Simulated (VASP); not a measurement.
# BP in VASP: further runs

The runs below take BP through single point, with PBE.

All numbers are computed with VASP 6.6.1; they aren't measurements. Logs are shortened: lines on timing, memory, paths and dates and some standing lists are left out, and cuts for length are marked.

## Step 1: The cell of the first run

It takes space group F-43m (No. 216, cubic). The conventional cell has a = 4.491 Å, b = 4.491 Å, c = 4.491 Å, α = 90.00°, β = 90.00°, γ = 90.00°. Within 2.6 Å of B (site symmetry -43m) lie 4 P at 1.94 Å. Within 2.6 Å of P (site symmetry -43m) lie 4 B at 1.94 Å.

## Step 2: Single point, PBE (strain -1.0%)

File INCAR:

```
ALGO     = Normal         # electronic algorithm
EDIFF    = 1E-7           # SCF threshold, eV
ENCUT    = 520            # plane-wave cutoff, eV
GGA      = PE             # functional
ISIF     = 2              # what is computed and relaxed
ISMEAR   = 0              # smearing method
LASPH    = T              # aspherical terms in the spheres
LCHARG   = T              # write CHGCAR
LELF     = T              # ELF
LREAL    = F              # projectors in reciprocal space
LVHAR    = T            
LWAVE    = F              # write WAVECAR
NBANDS   = 11             # bands
NELM     = 60             # most SCF steps
PREC     = Accurate       # precision mode
SIGMA    = 0.01           # smearing width, eV
```

File KPOINTS:

```
k-points
0
Gamma
  6 6 6
```

File POSCAR:

```
BP
1.0
    0.0000000000      2.2456325213      2.2456325213
    2.2456325213      0.0000000000      2.2456325213
    2.2456325213      2.2456325213      0.0000000000
B P
1 1
Direct
    0.0000000000      0.0000000000      0.0000000000
    0.2500000000      0.2500000000      0.2500000000
```

Potentials or basis: VASP PAW PBE potentials, release 64 (B, P).

Command:

```
cat potpaw_PBE.64/B/POTCAR potpaw_PBE.64/P/POTCAR > POTCAR
mpirun -np 1 vasp_std > vasp.out
```

OUTCAR:

```text
EDIFF = 1E-7
   ENCUT = 520
   GGA = PE
   ISIF = 2
   ISMEAR = 0
   LASPH = T
   LREAL = F
   NELM = 60
   PREC = Accurate

 ion  position               nearest neighbor table
   1  0.000  0.000  0.000-   2 1.94   2 1.94   2 1.94   2 1.94
   2  0.250  0.250  0.250-   1 1.94   1 1.94   1 1.94   1 1.94

  LATTYP: Found a face centered cubic cell.
 ALAT       =     4.4912650426

  Lattice vectors:

 A1 = (   0.0000000000,   2.2456325213,   2.2456325213)
 A2 = (   2.2456325213,   0.0000000000,   2.2456325213)
 A3 = (   2.2456325213,   2.2456325213,   0.0000000000)

Analysis of symmetry for initial positions (statically):
=====================================================================
 Subroutine PRICEL returns:
 Original cell was already a primitive cell.

 Routine SETGRP: Setting up the symmetry group for a
 face centered cubic supercell.

 Subroutine GETGRP returns: Found 24 space group operations
 (whereof 24 operations were pure point group operations)
 out of a pool of 48 trial point group operations.

The static configuration has the point symmetry T_d .

Analysis of symmetry for dynamics (positions and initial velocities):
=====================================================================
 Subroutine PRICEL returns:
 Original cell was already a primitive cell.

 Routine SETGRP: Setting up the symmetry group for a
 face centered cubic supercell.

 Subroutine GETGRP returns: Found 24 space group operations
 (whereof 24 operations were pure point group operations)
 out of a pool of 48 trial point group operations.

The dynamic configuration has the point symmetry T_d .

 Subroutine INISYM returns: Found 24 space group operations
 (whereof 24 operations are pure point group operations),
 and found     1 'primitive' translations

----------------------------------------------------------------------------------------

                                     Primitive cell

  volume of cell :      22.6488

  direct lattice vectors                    reciprocal lattice vectors
     0.000000000  2.245632521  2.245632521    -0.222654417  0.222654417  0.222654417
     2.245632521  0.000000000  2.245632521     0.222654417 -0.222654417  0.222654417
     2.245632521  2.245632521  0.000000000     0.222654417  0.222654417 -0.222654417

  length of vectors
     3.175803968  3.175803968  3.175803968     0.385648763  0.385648763  0.385648763

  position of ions in fractional coordinates (direct lattice)
     0.000000000  0.000000000  0.000000000
     0.250000000  0.250000000  0.250000000

  ion indices of the primitive-cell ions
   primitive index   ion index
                 1           1
                 2           2

----------------------------------------------------------------------------------------

 KPOINTS: k-points

Automatic generation of k-mesh.
 Grid dimensions read from file:
 generate k-points for:    6    6    6

 Generating k-lattice:

  Cartesian coordinates                     Fractional coordinates (reciprocal lattice)
    -0.037109070  0.037109070  0.037109070     0.166666667  0.000000000  0.000000000
     0.037109070 -0.037109070  0.037109070     0.000000000  0.166666667  0.000000000
     0.037109070  0.037109070 -0.037109070     0.000000000  0.000000000  0.166666667

  Length of vectors
     0.064274794  0.064274794  0.064274794

  Shift w.r.t. Gamma in fractional coordinates (k-lattice)
     0.000000000  0.000000000  0.000000000

 Subroutine IBZKPT returns following result:
 ===========================================

 Found     16 irreducible k-points:

 Following reciprocal coordinates:
            Coordinates               Weight
  0.000000  0.000000  0.000000      1.000000
  0.166667  0.000000  0.000000      8.000000
  0.333333  0.000000  0.000000      8.000000
  0.500000  0.000000  0.000000      4.000000
  0.166667  0.166667  0.000000      6.000000
  0.333333  0.166667  0.000000     24.000000
[... 8 lines left out ...]
 -0.333333  0.333333  0.166667     24.000000
 -0.333333  0.500000  0.166667     12.000000
   k-points           NKPTS =     16   k-points in BZ     NKDIM =     16   number of bands    NBANDS=     11
   number of dos      NEDOS =    301   number of ions     NIONS =      2
   total plane-waves  NPLWV =  13824
   dimension x,y,z NGX =    24 NGY =   24 NGZ =   24
   dimension x,y,z NGXF=    48 NGYF=   48 NGZF=   48
   ions per type =               1   1
   NGX,Y,Z   is equivalent  to a cutoff of  12.56, 12.56, 12.56 a.u.
   NGXF,Y,Z  is equivalent  to a cutoff of  25.13, 25.13, 25.13 a.u.
 SYSTEM =  unknown system
   PREC   = accura    normal or accurate (medium, high low for compatibility)
   ISTART =      0    job   : 0-new  1-cont  2-samecut
   ICHARG =      2    charge: 1-file 2-atom 10-const
   ISPIN  =      1    spin polarized calculation?
   LNONCOLLINEAR =      F non collinear calculations
   LSORBIT =      F    spin-orbit coupling
   LASPH  =      T    aspherical Exc in radial PAW
   ENCUT  =  520.0 eV  38.22 Ry    6.18 a.u.   5.90  5.90  5.90*2*pi/ulx,y,z
   NELM   =     60;   NELMIN=  2; NELMDL= -5     # of ELM steps
   EDIFF  = 0.1E-06   stopping-criterion for ELM
   LREAL  =      F    real-space projection
   EDIFFG = 0.1E-05   stopping-criterion for IOM
   NSW    =      0    number of steps for IOM
   IBRION =     -1    ionic relax: 0-MD 1-quasi-New 2-CG
   NFREE  =      0    steps in history (QN), initial steepest desc. (CG)
   ISIF   =      2    stress and relaxation
   ISYM   =      2    0-nonsym 1-usesym 2-fastsym
   POTIM  = 0.5000    time-step for ionic-motion
   TEBEG  =    0.0;   TEEND  =   0.0 temperature during run
   PSTRESS=    0.0 pullay stress
   NELECT =       8.0000    total number of electrons
   NUPDOWN=      -1.0000    fix difference up-down
   EMIN   =  10.00;   EMAX   =-10.00  energy-range for DOS
   EFERMI =   0.00;   METHOD = LEGACY
   ISMEAR =     0;   SIGMA  =   0.01  broadening in eV -4-tet -1-fermi 0-gaus
   EFERMI_NEDOS =   21; number of points for ismear=-14 and -15
   IALGO  =     38    algorithm
   IMIX   =      4    mixing-type and parameters
     AMIX     =   0.40;   BMIX     =  1.00
     AMIX_MAG =   1.60;   BMIX_MAG =  1.00
  volume/ion in A,a.u.               =      11.32        76.42
  Fermi-wavevector in a.u.,A,eV,Ry     =   1.157238  2.186863 18.220929  1.339201
  Thomas-Fermi vector in A             =   2.293851
   LORBIT       =      0    0 simple, 1 ext, 2 COOP (PROOUT), +10 PAW based schemes
   GGA     = PE    functional components
   LHFCALC =     F    Hartree Fock is set to
   AEXX    =    0.0000 exact exchange contribution
   IVDW    =     0    specifies the selected vdW correction
   LEPSILON=     F    determine dielectric tensor
   LRPA    =     F    only Hartree local field effects (RPA)
 non-spin polarized calculation
 Gauss-broadening in eV      SIGMA  =   0.01
  energy-cutoff  :      520.00
  volume of cell :       22.65
 maximum number of plane-waves:       620
   NGX = 11   NGY = 11   NGZ = 11

 number of electron       8.0000001 magnetization

 Free energy of the ion-electron system (eV)
  ---------------------------------------------------
  ext. energy  EPLUGINS =         0.00000000
  ---------------------------------------------------
  free energy    TOTEN  =       -12.89656259 eV

  energy without entropy =      -12.89656259  energy(sigma->0) =      -12.89656259

 E-fermi :   7.8702     XC(G=0): -11.0384

 val. band max:        7.8104949963   @ k =   0.0000   0.0000   0.0000
 cond. band min:       9.0764519736   @ k =   0.5000   0.5000   0.0000
 fundamental gap:      1.2659569773
 Fermi energy:         7.8702297014

 k-point     1 :       0.0000    0.0000    0.0000
  band No.  band energies     occupation
      1      -7.9320      2.00000
      2       7.8105      2.00000
      3       7.8105      2.00000
      4       7.8105      2.00000
      5      11.2558      0.00000
      6      11.2558      0.00000
      7      11.2558      0.00000
      8      15.6624      0.00000
      9      19.5355      0.00000
     10      20.0247      0.00000
     11      20.0247      0.00000

 k-point     2 :       0.1667    0.0000    0.0000
  band No.  band energies     occupation
      1      -7.4211      2.00000
      2       4.9205      2.00000
      3       7.1281      2.00000
      4       7.1281      2.00000
      5      11.9460      0.00000
      6      12.1830      0.00000
      7      12.1830      0.00000
      8      16.8583      0.00000
      9      18.8052      0.00000
     10      18.8052      0.00000
     11      20.8054      0.00000

 k-point     3 :       0.3333    0.0000    0.0000
  band No.  band energies     occupation
      1      -5.9622      2.00000
      2       0.9358      2.00000
      3       6.3087      2.00000
      4       6.3087      2.00000
      5      11.8804      0.00000
      6      12.7111      0.00000
      7      12.7111      0.00000
      8      18.0928      0.00000
      9      19.8108      0.00000
     10      19.8108      0.00000
     11      21.5546      0.00000

 k-point     4 :       0.5000    0.0000    0.0000
  band No.  band energies     occupation
      1      -4.4876      2.00000
      2      -1.4503      2.00000
      3       6.0147      2.00000
      4       6.0147      2.00000
      5      11.7774      0.00000
      6      12.5405      0.00000
      7      12.5405      0.00000
      8      18.0420      0.00000
      9      22.6367      0.00000
     10      22.6367      0.00000
     11      22.9472      0.00000

 k-point     5 :       0.1667    0.1667    0.0000
  band No.  band energies     occupation
      1      -7.2498      2.00000
      2       5.8877      2.00000
      3       6.0247      2.00000
      4       6.0247      2.00000
      5      10.2599      0.00000
      6      13.7895      0.00000
      7      13.7895      0.00000
      8      14.8372      0.00000
      9      18.7834      0.00000
     10      20.7597      0.00000
     11      21.5951      0.00000
[... 99 lines left out ...]
 k-point    13 :       0.5000    0.5000    0.0000
  band No.  band energies     occupation
      1      -2.9117      2.00000
      2      -0.9353      2.00000
      3       3.5816      2.00000
      4       3.5816      2.00000
      5       9.0765      0.00000
      6       9.4374      0.00000
      7      20.2264      0.00000
      8      20.2264      0.00000
      9      23.4239      0.00000
     10      24.7661      0.00000
     11      26.1076      0.00000

 k-point    14 :       0.5000    0.3333    0.1667
  band No.  band energies     occupation
      1      -4.7020      2.00000
      2       1.1962      2.00000
      3       2.6581      2.00000
      4       4.4499      2.00000
      5      11.8402      0.00000
      6      13.3724      0.00000
      7      14.4551      0.00000
      8      17.5370      0.00000
      9      20.7808      0.00000
     10      21.5910      0.00000
     11      25.9791      0.00000

 k-point    15 :      -0.3333    0.3333    0.1667
  band No.  band energies     occupation
      1      -3.3345      2.00000
      2      -0.4749      2.00000
      3       2.1688      2.00000
      4       3.7092      2.00000
      5      12.3216      0.00000
      6      13.6294      0.00000
      7      16.5998      0.00000
      8      17.1648      0.00000
      9      18.4803      0.00000
     10      22.8933      0.00000
     11      25.7838      0.00000

 k-point    16 :      -0.3333    0.5000    0.1667
  band No.  band energies     occupation
      1      -2.6939      2.00000
      2      -0.5560      2.00000
      3       2.3464      2.00000
      4       2.4658      2.00000
      5      11.6343      0.00000
      6      12.3112      0.00000
      7      17.1276      0.00000
      8      17.8155      0.00000
      9      20.9867      0.00000
     10      24.2828      0.00000
     11      24.7089      0.00000

------------------------ aborting loop because EDIFF is reached ----------------------------------------

  FORCE on cell =-STRESS in cart. coord.  units (eV):
  Direction    XX          YY          ZZ          XY          YZ          ZX
  --------------------------------------------------------------------------------------
  -------------------------------------------------------------------------------------
  Total        0.9176881      0.9176881      0.9176881      0.0000000      0.0000000      0.0000000
  in kB       64.9171774     64.9171774     64.9171774      0.0000000      0.0000000      0.0000000
  external PRESSURE =      64.9171774 kB  Pullay stress =       0.0000000 kB

 VOLUME and BASIS-vectors are now :
 -----------------------------------------------------------------------------
  energy-cutoff  :      520.00
  volume of cell :       22.65
      direct lattice vectors                 reciprocal lattice vectors
     0.000000000  2.245632521  2.245632521    -0.222654417  0.222654417  0.222654417
     2.245632521  0.000000000  2.245632521     0.222654417 -0.222654417  0.222654417
     2.245632521  2.245632521  0.000000000     0.222654417  0.222654417 -0.222654417

 POSITION                                       TOTAL-FORCE (eV/Angst)
 -----------------------------------------------------------------------------------
      0.00000      0.00000      0.00000         0.000000     -0.000000      0.000000
      1.12282      1.12282      1.12282        -0.000000      0.000000     -0.000000
 -----------------------------------------------------------------------------------
    total drift:                                0.000000      0.000000      0.000000

  FREE ENERGIE OF THE ION-ELECTRON SYSTEM (eV)
  ---------------------------------------------------
  free  energy   TOTEN  =       -12.8965625947 eV

  energy  without entropy=      -12.8965625947  energy(sigma->0) =      -12.89656259
```

It took 2.5 s on 1 thread of Intel Xeon 6975P-C (Granite Rapids), shared host; peak memory 0.13 GiB.

What came out:

* Free energy: -12.8966 eV
* Pressure: 6.5 GPa
* Band gap on the k mesh: 1.27 eV, indirect (least direct gap 3.45 eV)

Caveat: the cell differs from its parent crystal (strain -1.0%). A k mesh can miss the band edges.

## Step 3: Single point, PBE (uniaxial z strain -2.0%)

File INCAR:

```
SYSTEM = BP
PREC = Accurate
ENCUT = 520
EDIFF = 1E-6
ISMEAR = 0
SIGMA = 0.01
LREAL = .False.
LASPH = .True.
NELM = 100
ALGO = Normal
ISIF = 2
LWAVE = .False.
LCHARG = .True.
GGA = PE
LELF = .True.
LVHAR = .True.
NBANDS = 11
```

File KPOINTS:

```
Automatic mesh
0
Gamma
  6 6 6
  0 0 0
```

File POSCAR:

```
BP
1.0
    0.0000000000      2.2683156780      2.2229493645
    2.2683156780      0.0000000000      2.2229493645
    2.2683156780      2.2683156780      0.0000000000
B P
1 1
Direct
    0.0000000000      0.0000000000      0.0000000000
    0.2500000000      0.2500000000      0.2500000000
```

Potentials or basis: VASP PAW PBE potentials, release 64 (B, P).

Command:

```
cat potpaw_PBE.64/B/POTCAR potpaw_PBE.64/P/POTCAR > POTCAR
mpirun -np 1 vasp_std > vasp.out
```

It took 3.3 s on 1 thread of Intel Xeon 6975P-C (Granite Rapids), shared host; peak memory 0.13 GiB.

Results (log left out):

```yaml
Free_energy: -12.8994 eV
Pressure: 4.7 GPa
Band_gap_on_the_k_mesh: 1.01 eV, indirect (least direct gap 3.23 eV)
```

Stress tensor (GPa, compression positive):
```
2.88 0.00 0.00
0.00 2.88 0.00
0.00 0.00 8.19
```

Levels at points of the mesh, in eV from the valence-band top:
```tsv
k point	band 2	band 3	band 4	band 5	band 6	band 7
(0.00, 0.00, 0.00)	-0.20	-0.20	0.00	3.23	3.34	3.34
(0.50, 0.00, 0.00)	-9.32	-2.04	-1.78	3.72	4.49	4.76
(0.50, 0.50, 0.00)	-8.70	-4.46	-4.46	1.01	1.31	12.18
(0.50, 0.00, 0.50)	-8.89	-4.27	-4.23	1.23	1.60	11.96
```

Caveat: the cell differs from its parent crystal (uniaxial z strain -2.0%).
